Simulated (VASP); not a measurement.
# SnGe2 (P2_1/m) in VASP: further runs

SnGe2 is run at these levels: PBE; tasks: single point.

Program: VASP 6.6.1. These are calculated values, not measurements. Logs are shortened: lines on timing, memory, paths and dates and some standing lists are left out, and cuts for length are marked.

**1. The cell of the first run**

The structure is monoclinic, space group P2_1/m (No. 11). Conventional cell: a = 5.734 Å, b = 3.157 Å, c = 7.689 Å, α = 90.00°, β = 104.29°, γ = 90.00°. Sn (site symmetry m) has 4 Ge at 2.88 to 3.09 Å and 4 Sn at 3.16 to 3.34 Å within 3.8 Å. Within 3.5 Å of Ge (site symmetry m) lie 7 Ge at 2.65 to 3.16 Å and 1 Sn at 2.88 Å. Ge (site symmetry m) has 5 Ge at 2.65 to 3.16 Å and 3 Sn at 2.92 to 3.09 Å within 3.5 Å.

**2. Single point, PBE**

INCAR reads:

```
SYSTEM = SnGe2
PREC     = Accurate       ! precision mode
ENCUT    = 520            ! plane-wave cutoff, eV
EDIFF    = 1E-7           ! SCF threshold, eV
ISMEAR   = 0              ! smearing method
SIGMA    = 0.1            ! smearing width, eV
LREAL    = .FALSE.        ! projectors in reciprocal space
LASPH    = .TRUE.         ! aspherical terms in the spheres
NELM     = 60             ! most SCF steps
ALGO     = Normal         ! electronic algorithm
ISIF     = 2              ! what is computed and relaxed
LWAVE    = .FALSE.        ! write WAVECAR
LCHARG   = .FALSE.        ! write CHGCAR
GGA      = PE             ! functional
NBANDS   = 51             ! bands
```

KPOINTS reads:

```
Automatic mesh
0
G
  4 6 2
  0 0 0
```

POSCAR reads:

```
SnGe2
1.0
    5.7282041399      0.0000000000     -0.2664010411
    0.0000000000      3.1566844244      0.0000000000
   -1.5494931920      0.0000000000      7.5317205289
Sn Ge
2 4
Direct
    0.3079136803      0.2500000000      0.0959023907
    0.6920863197      0.7500000000      0.9040976093
    0.3302482269      0.7500000000      0.5685717384
    1.0314544510      0.2500000000      0.7224380954
    0.6697517731      0.2500000000      0.4314282616
   -0.0314544510      0.7500000000      0.2775619046
```

Potentials or basis: VASP PAW PBE potentials, release 64 (Sn_d, Ge_d).

Started as:

```bash
$ cat potpaw_PBE.64/Sn_d/POTCAR potpaw_PBE.64/Ge_d/POTCAR > POTCAR
$ mpirun -np 1 vasp_std > vasp.out
```

OUTCAR:

```text
SYSTEM = SnGe2
   PREC = Accurate
   ENCUT = 520
   EDIFF = 1E-7
   ISMEAR = 0
   LREAL = .FALSE.
   LASPH = .TRUE.
   NELM = 60
   ISIF = 2
   GGA = PE

 ion  position               nearest neighbor table
   1  0.308  0.250  0.096-   5 2.88   4 2.92   6 3.09   6 3.09   2 3.34   2 3.34
   2  0.692  0.750  0.904-   3 2.88   6 2.92   4 3.09   4 3.09   1 3.34   1 3.34
   3  0.330  0.750  0.569-   6 2.65   4 2.80   4 2.80   2 2.88   5 2.90   5 2.90
   4  0.031  0.250  0.722-   5 2.65   3 2.80   3 2.80   1 2.92   2 3.09   2 3.09
   5  0.670  0.250  0.431-   4 2.65   6 2.80   6 2.80   1 2.88   3 2.90   3 2.90
   6  0.969  0.750  0.278-   3 2.65   5 2.80   5 2.80   2 2.92   1 3.09   1 3.09

  LATTYP: Found a simple monoclinic cell.
 ALAT       =     5.7343955377
 B/A-ratio  =     0.5504825057
 C/A-ratio  =     1.3409358633
 COS(beta)  =    -0.2467949448

  Lattice vectors:

 A1 = (   5.7282041399,   0.0000000000,  -0.2664010411)
 A2 = (   0.0000000000,   3.1566844244,   0.0000000000)
 A3 = (  -1.5494931920,   0.0000000000,   7.5317205289)

Analysis of symmetry for initial positions (statically):
=====================================================================
 Subroutine PRICEL returns:
 Original cell was already a primitive cell.

 Routine SETGRP: Setting up the symmetry group for a
 simple monoclinic supercell.

 Subroutine GETGRP returns: Found  4 space group operations
 (whereof  2 operations were pure point group operations)
 out of a pool of  4 trial point group operations.

The static configuration has the point symmetry S_2 .
 The point group associated with its full space group is C_2h.

Analysis of symmetry for dynamics (positions and initial velocities):
=====================================================================
 Subroutine PRICEL returns:
 Original cell was already a primitive cell.

 Routine SETGRP: Setting up the symmetry group for a
 simple monoclinic supercell.

 Subroutine GETGRP returns: Found  4 space group operations
 (whereof  2 operations were pure point group operations)
 out of a pool of  4 trial point group operations.

The dynamic configuration has the point symmetry S_2 .
 The point group associated with its full space group is C_2h.

 Subroutine INISYM returns: Found  4 space group operations
[... 102 lines left out ...]
   ENCUT  =  520.0 eV  38.22 Ry    6.18 a.u.  10.66  5.87 14.30*2*pi/ulx,y,z
   NELM   =     60;   NELMIN=  2; NELMDL= -5     # of ELM steps
   EDIFF  = 0.1E-06   stopping-criterion for ELM
   LREAL  =      F    real-space projection
   EDIFFG = 0.1E-05   stopping-criterion for IOM
   NSW    =      0    number of steps for IOM
   IBRION =     -1    ionic relax: 0-MD 1-quasi-New 2-CG
   NFREE  =      0    steps in history (QN), initial steepest desc. (CG)
   ISIF   =      2    stress and relaxation
   ISYM   =      2    0-nonsym 1-usesym 2-fastsym
   POTIM  = 0.5000    time-step for ionic-motion
   TEBEG  =    0.0;   TEEND  =   0.0 temperature during run
   PSTRESS=    0.0 pullay stress
   NELECT =      84.0000    total number of electrons
   NUPDOWN=      -1.0000    fix difference up-down
   EMIN   =  10.00;   EMAX   =-10.00  energy-range for DOS
   EFERMI =   0.00;   METHOD = LEGACY
   ISMEAR =     0;   SIGMA  =   0.10  broadening in eV -4-tet -1-fermi 0-gaus
   EFERMI_NEDOS =   21; number of points for ismear=-14 and -15
   IALGO  =     38    algorithm
   IMIX   =      4    mixing-type and parameters
     AMIX     =   0.40;   BMIX     =  1.00
     AMIX_MAG =   1.60;   BMIX_MAG =  1.00
  volume/ion in A,a.u.               =      22.48       151.71
  Fermi-wavevector in a.u.,A,eV,Ry     =   1.398015  2.641865 26.591839  1.954445
  Thomas-Fermi vector in A             =   2.521214
   LORBIT       =      0    0 simple, 1 ext, 2 COOP (PROOUT), +10 PAW based schemes
   GGA     = PE    functional components
   LHFCALC =     F    Hartree Fock is set to
   AEXX    =    0.0000 exact exchange contribution
   IVDW    =     0    specifies the selected vdW correction
   LEPSILON=     F    determine dielectric tensor
   LRPA    =     F    only Hartree local field effects (RPA)
 non-spin polarized calculation
 Gauss-broadening in eV      SIGMA  =   0.10
  energy-cutoff  :      520.00
  volume of cell :      134.89
 maximum number of plane-waves:      3655
 NGX is ok and might be reduce to    48
   NGX = 21   NGY = 11   NGZ = 29

 number of electron      84.0000012 magnetization

 Free energy of the ion-electron system (eV)
  ---------------------------------------------------
  ext. energy  EPLUGINS =         0.00000000
  ---------------------------------------------------
  free energy    TOTEN  =       -24.60068644 eV

  energy without entropy =      -24.59007478  energy(sigma->0) =      -24.59538061

 E-fermi :   6.7787     XC(G=0): -10.6659

 val. band max:        6.7657783512   @ k =   0.2500   0.3333   0.0000
 cond. band min:       6.7929685153   @ k =   0.5000   0.3333   0.0000
 fundamental gap:      0.0271901641
 Fermi energy:         6.7786650390

 k-point     1 :       0.0000    0.0000    0.0000
  band No.  band energies     occupation
      1     -17.8835      2.00000
      2     -17.8784      2.00000
      3     -17.8754      2.00000
      4     -17.8497      2.00000
      5     -17.8431      2.00000
      6     -17.8199      2.00000
[... 1285 lines left out ...]
     50       9.5411      0.00000
     51      11.1157      0.00000

------------------------ aborting loop because EDIFF is reached ----------------------------------------

  FORCE on cell =-STRESS in cart. coord.  units (eV):
  Direction    XX          YY          ZZ          XY          YZ          ZX
  --------------------------------------------------------------------------------------
  -------------------------------------------------------------------------------------
  Total       -0.0618520      0.0369808     -0.1189691      0.0000000      0.0000000      0.0366588
  in kB       -0.7346755      0.4392564     -1.4131105      0.0000000      0.0000000      0.4354317
  external PRESSURE =      -0.5695099 kB  Pullay stress =       0.0000000 kB

 VOLUME and BASIS-vectors are now :
 -----------------------------------------------------------------------------
  energy-cutoff  :      520.00
  volume of cell :      134.89
      direct lattice vectors                 reciprocal lattice vectors
     5.728204140  0.000000000 -0.266401041     0.176261219  0.000000000  0.036262041
     0.000000000  3.156684424  0.000000000     0.000000000  0.316788081  0.000000000
    -1.549493192  0.000000000  7.531720529     0.006234455  0.000000000  0.134054396

 POSITION                                       TOTAL-FORCE (eV/Angst)
 -----------------------------------------------------------------------------------
      1.61519      0.78917      0.64028         0.004798      0.000000      0.003540
      2.56352      2.36751      6.62504        -0.004798      0.000000     -0.003540
      1.01073      2.36751      4.19434        -0.001174      0.000000     -0.002917
     -0.93924      0.78917      5.43282        -0.006217     -0.000000      0.006518
      3.16798      0.78917      3.07097         0.001174      0.000000      0.002917
      5.11795      2.36751      1.83250         0.006217      0.000000     -0.006518
 -----------------------------------------------------------------------------------
    total drift:                               -0.000000     -0.000000      0.000000

  FREE ENERGIE OF THE ION-ELECTRON SYSTEM (eV)
  ---------------------------------------------------
  free  energy   TOTEN  =       -24.6006864392 eV

  energy  without entropy=      -24.5900747840  energy(sigma->0) =      -24.59538061
```

OSZICAR:

```text
N       E                     dE             d eps       ncg     rms          rms(c)
DAV:   1     0.907135307496E+03    0.90714E+03   -0.40655E+04  2815   0.411E+03
DAV:   2     0.171809759855E+03   -0.73533E+03   -0.71611E+03  2448   0.960E+02
DAV:   3    -0.925917765975E+01   -0.18107E+03   -0.17783E+03  2595   0.271E+02
DAV:   4    -0.243158666861E+02   -0.15057E+02   -0.14737E+02  2864   0.850E+01
DAV:   5    -0.247323501086E+02   -0.41648E+00   -0.41539E+00  2757   0.157E+01    0.357E+00
DAV:   6    -0.246095372341E+02    0.12281E+00   -0.41931E-01  3569   0.533E+00    0.206E+00
DAV:   7    -0.246012659861E+02    0.82712E-02   -0.12328E-01  2800   0.396E+00    0.802E-01
DAV:   8    -0.246003308950E+02    0.93509E-03   -0.26277E-02  2937   0.314E+00    0.183E-01
DAV:   9    -0.246005405183E+02   -0.20962E-03   -0.57918E-03  3120   0.160E+00    0.875E-02
DAV:  10    -0.246006416142E+02   -0.10110E-03   -0.18209E-03  3218   0.701E-01    0.257E-02
DAV:  11    -0.246006926361E+02   -0.51022E-04   -0.47118E-04  2887   0.325E-01    0.139E-02
DAV:  12    -0.246006827531E+02    0.98830E-05   -0.91869E-05  3136   0.353E-01    0.599E-03
DAV:  13    -0.246006859509E+02   -0.31978E-05   -0.34467E-05  3309   0.730E-02    0.272E-03
DAV:  14    -0.246006864704E+02   -0.51951E-06   -0.55289E-06  2941   0.309E-02    0.114E-03
DAV:  15    -0.246006864392E+02    0.31159E-07   -0.71872E-07  2489   0.210E-02
   1 F= -.24600686E+02 E0= -.24595381E+02  d E =-.106117E-01
```

stdout:

```text
POSCAR found type information on POSCAR SnGe
 POSCAR found :  2 types and       6 ions
 scaLAPACK will be used
 LDA part: xc-table for (Slater+PW92), standard interpolation
 POSCAR, INCAR and KPOINTS ok, starting setup
 FFT: planning ... GRIDC
 FFT: planning ... GRID_SOFT
 FFT: planning ... GRID
 WAVECAR not read
 entering main loop
```

It took 99 s on 1 thread of Intel Xeon 6975P-C (Granite Rapids), shared host; peak memory 0.31 GiB.

Results:

```
Free energy            : -24.6007 eV
Pressure               : -0.1 GPa
Largest force          : 0.009 eV/Å
Band gap on the k mesh : zero (band 42 reaches 9.18 eV, above the bottom of band 43 at 5.06 eV)
```

Forces in eV/Å, atoms in the order of the input:
```
Sn   0.005  0.000  0.004
Sn  -0.005  0.000 -0.004
Ge  -0.001  0.000 -0.003
Ge  -0.006  0.000  0.007
Ge   0.001  0.000  0.003
Ge   0.006  0.000 -0.007
```

Stress tensor (GPa, compression positive):
```
-0.07  0.00  0.04
 0.00  0.04  0.00
 0.04  0.00 -0.14
```

Caveat: the k points lie up to 0.42 Å⁻¹ apart; spin-orbit coupling is left out, which moves the levels of the heavy elements.

**3. Single point, PBE**

This run uses another cell than the first one, of 22.93 Å³/atom, 1.020 times its volume.

INCAR reads:

```
PREC     = Accurate       # precision mode
ENCUT    = 520            # plane-wave cutoff, eV
EDIFF    = 1E-6           # SCF threshold, eV
ISMEAR   = 0              # smearing method
SIGMA    = 0.1            # smearing width, eV
LREAL    = False          # projectors in reciprocal space
LASPH    = True           # aspherical terms in the spheres
NELM     = 60             # most SCF steps
ALGO     = Normal         # electronic algorithm
ISIF     = 2              # what is computed and relaxed
LWAVE    = False          # write WAVECAR
LCHARG   = False          # write CHGCAR
GGA      = PE             # functional
NBANDS   = 51             # bands
```

KPOINTS reads:

```
Automatic mesh
0
Gamma
  4 6 2
```

POSCAR reads:

```
SnGe2
1.0
    5.5538865818      0.0000000000      0.0000000000
    0.0000000000      3.2995093780      0.0000000000
   -1.1531627245      0.0000000000      7.5080710905
Sn Ge
2 4
Direct
    0.2804144117      0.2500000000      0.0750858591
    0.7195855883      0.7500000000      0.9249141409
    0.3680713200      0.7500000000      0.5984305120
    0.9984857438      0.2500000000      0.6784733757
    0.6319286800      0.2500000000      0.4015694880
    0.0015142562      0.7500000000      0.3215266243
```

Potentials or basis: VASP PAW PBE potentials, release 64 (Sn_d, Ge_d).

Started as:

```bash
$ cat potpaw_PBE.64/Sn_d/POTCAR potpaw_PBE.64/Ge_d/POTCAR > POTCAR
$ mpirun -np 1 vasp_std > vasp.out
```

Run time: 1.7 min. Hardware: 1 thread of Intel Xeon 6975P-C (Granite Rapids), shared host; peak memory 0.31 GiB.

It converged, with:

```yaml
Free_energy: -24.3734 eV
Pressure: -0.2 GPa
Largest_force: 0.143 eV/Å
Band_gap_on_the_k_mesh: zero (band 42 reaches 8.42 eV, above the bottom of band 43 at 5.02 eV)
```

Forces on the atoms (eV/Å):
```
Sn   0.028  0.000  0.027
Sn  -0.028  0.000 -0.027
Ge  -0.075  0.000 -0.045
Ge   0.138  0.000  0.035
Ge   0.075  0.000  0.045
Ge  -0.138  0.000 -0.035
```

Stress tensor (GPa, compression positive):
```
 0.88  0.00 -1.49
 0.00 -1.85  0.00
-1.49  0.00  0.28
```

Levels at points of the mesh, in eV from the Fermi level:
| k point | band 37 | band 38 | band 39 | band 40 | band 41 | band 42 | band 43 | band 44 | band 45 | band 46 |
| --- | --- | --- | --- | --- | --- | --- | --- | --- | --- | --- |
| (0.00, 0.00, 0.00) | -4.08 | -2.23 | -2.16 | -0.80 | -0.07 | 1.01 | 1.33 | 2.07 | 3.68 | 4.35 |
| (0.50, 0.00, 0.00) | -2.38 | -1.75 | -0.90 | 0.06 | 0.58 | 1.33 | 2.01 | 2.41 | 2.78 | 3.05 |
| (0.00, 0.50, 0.00) | -3.04 | -3.04 | -2.78 | -2.78 | -1.32 | -1.32 | -0.42 | -0.42 | 0.46 | 0.46 |
| (0.50, 0.50, 0.00) | -4.26 | -4.26 | -3.53 | -3.53 | -2.44 | -2.44 | 1.66 | 1.66 | 1.85 | 1.85 |
| (0.00, 0.00, 0.50) | -3.81 | -3.68 | -2.37 | -2.11 | 1.18 | 1.62 | 1.91 | 2.78 | 4.33 | 5.01 |
| (0.50, 0.00, 0.50) | -3.16 | -2.47 | -1.59 | -0.68 | 1.28 | 1.87 | 2.13 | 2.39 | 2.51 | 2.52 |
| (0.00, 0.50, 0.50) | -3.00 | -3.00 | -2.55 | -2.55 | -2.00 | -2.00 | -1.53 | -1.53 | 1.25 | 1.25 |
| (0.50, 0.50, 0.50) | -4.86 | -4.86 | -1.69 | -1.69 | -1.14 | -1.14 | -0.15 | -0.15 | 0.83 | 0.83 |

Caveat: the k points lie up to 0.42 Å⁻¹ apart; spin-orbit coupling is left out, which moves the levels of the heavy elements.

**4. Single point, PBE**

This run uses another cell than the first one, of 22.61 Å³/atom, 1.006 times its volume.

INCAR reads:

```
ALGO = Normal
EDIFF = 1E-6
ENCUT = 520
GGA = PE
ISIF = 2
ISMEAR = 0
LASPH = True
LCHARG = False
LREAL = False
LWAVE = False
NBANDS = 51
NELM = 100
PREC = Accurate
SIGMA = 0.1
```

KPOINTS reads:

```
k-points
0
Gamma
  4 6 4
```

POSCAR reads:

```
SnGe2
1.0
    5.5941653687      0.0000000000      0.0803746346
    0.0000000000      3.2848864252      0.0000000000
   -1.7468683515      0.0000000000      7.3556742709
Sn Ge
2 4
Direct
    0.3052185131      0.2500000000      0.0944072790
    0.6947814869      0.7500000000      0.9055927210
    0.3334015893      0.7500000000      0.5658620406
    0.0341558281      0.2500000000      0.7192772842
    0.6665984107      0.2500000000      0.4341379594
    0.9658441719      0.7500000000      0.2807227158
```

Started as:

```bash
$ cat potpaw_PBE.64/Sn_d/POTCAR potpaw_PBE.64/Ge_d/POTCAR > POTCAR
$ mpirun -np 1 vasp_std > vasp.out
```

It took 2.4 min on 1 thread of Intel Xeon 6975P-C (Granite Rapids), shared host; peak memory 0.36 GiB.

Results (log left out):

| Property | Result |
| --- | --- |
| Free energy | -24.5596 eV |
| Pressure | -0.2 GPa |
| Largest force | 0.037 eV/Å |
| Band gap on the k mesh | zero (band 42 reaches 9.20 eV, above the bottom of band 43 at 5.02 eV) |

Forces in eV/Å, atoms in the order of the input:
```
Sn   0.036  0.000  0.009
Sn  -0.036  0.000 -0.009
Ge  -0.013  0.000 -0.004
Ge   0.000  0.000 -0.026
Ge   0.013  0.000  0.004
Ge   0.000  0.000  0.026
```

Stress tensor (GPa, compression positive):
```
-0.15  0.00  0.05
 0.00 -0.36  0.00
 0.05  0.00 -0.17
```

Levels at points of the mesh, in eV from the Fermi level:
| k point | band 40 | band 41 | band 42 | band 43 | band 44 | band 45 |
| --- | --- | --- | --- | --- | --- | --- |
| (0.00, 0.00, 0.00) | -0.58 | -0.18 | 0.88 | 1.16 | 1.49 | 3.67 |
| (0.50, 0.00, 0.00) | -0.28 | 0.27 | 2.17 | 2.48 | 2.53 | 2.88 |
| (0.00, 0.50, 0.00) | -2.70 | -1.73 | -1.73 | -0.67 | -0.67 | 0.72 |
| (0.50, 0.50, 0.00) | -3.72 | -2.30 | -2.30 | 1.41 | 1.41 | 1.90 |
| (0.00, 0.00, 0.50) | -2.54 | 1.40 | 2.51 | 2.59 | 2.68 | 4.32 |
| (0.50, 0.00, 0.50) | -1.07 | 1.52 | 1.69 | 1.87 | 2.03 | 2.32 |
| (0.00, 0.50, 0.50) | -2.62 | -2.17 | -2.17 | -1.66 | -1.66 | 0.96 |
| (0.50, 0.50, 0.50) | -1.67 | -1.41 | -1.41 | 0.25 | 0.25 | 1.04 |

Caveat: spin-orbit coupling is left out, which moves the levels of the heavy elements.

**5. The runs side by side**

```tsv
cell	k mesh	gap on the mesh (eV)	pressure (GPa)	largest force (eV/Å)
a = 5.734, b = 3.157, c = 7.689 Å, angles 90.0, 104.3, 90.0°, 6 atoms	4 × 6 × 2	none	-0.1	0.01
a = 5.554, b = 3.300, c = 7.596 Å, angles 90.0, 98.7, 90.0°, 6 atoms	4 × 6 × 2	none	-0.2	0.14
a = 5.595, b = 3.285, c = 7.560 Å, angles 90.0, 102.5, 90.0°, 6 atoms	4 × 6 × 4	none	-0.2	0.04
```

Alike in all rows: task single point; level PBE; potentials or basis VASP PAW PBE potentials, release 64 (Sn_d, Ge_d); no spin polarisation; cutoff (eV) 520; smearing gaussian 0.1 eV.

Caveats: some runs use coarse meshes; spin-orbit coupling is left out, which moves the levels of the heavy elements.

Absolute energies hang on the potentials; compare differences alone.
